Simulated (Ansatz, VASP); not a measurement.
**MgRuO in VASP and in Ansatz**

```xyz
3
Lattice="3.1132 0.0000 0.0000 0.0000 3.1132 0.0000 0.0000 0.0000 3.9953" Properties=species:S:1:pos:R:3 pbc="T T T"
Mg    1.5566    1.5566    1.9976
Ru    0.0000    0.0000    0.0000
O     1.5566    1.5566    0.0000
```

Alike in both runs: functional PBE; k mesh 4 × 4 × 6; occupations gaussian, width 0.1 eV; collinear spin.

Ansatz relaxed the structure, and its values are those at the end. VASP's run is a single point on that final structure, the one shown.

|  | VASP | Ansatz |
| --- | --- | --- |
| version | VASP 6.6.1 | Ansatz 0.2.0 |
| potentials or method | VASP PAW PBE potentials, release 64 (Mg_sv, Ru_sv, O), cutoff 840 eV | scalar-relativistic, plane waves, PAW |
| valence electrons in the cell | 32 | 32 |

```csv
,VASP,Ansatz,Ansatz less VASP
gap on the k mesh at the Fermi level (eV),none,none,-
pressure (GPa),-0.1,0.0,+0.13
net moment per atom (μB),0.24,0.23,-0.003
size of the moment on the site where the two differ most (μB),0.66,0.57,-0.093
```

Site moments also hang on the region over which each program counts them. A gap of «none» marks a metal or a gap that the smearing closes. With one functional, cell and mesh, what is left measures potentials, basis and numerics. Ansatz's warnings: cell relax basis refresh.

The k mesh is coarse, so the values compare programs but aren't converged.
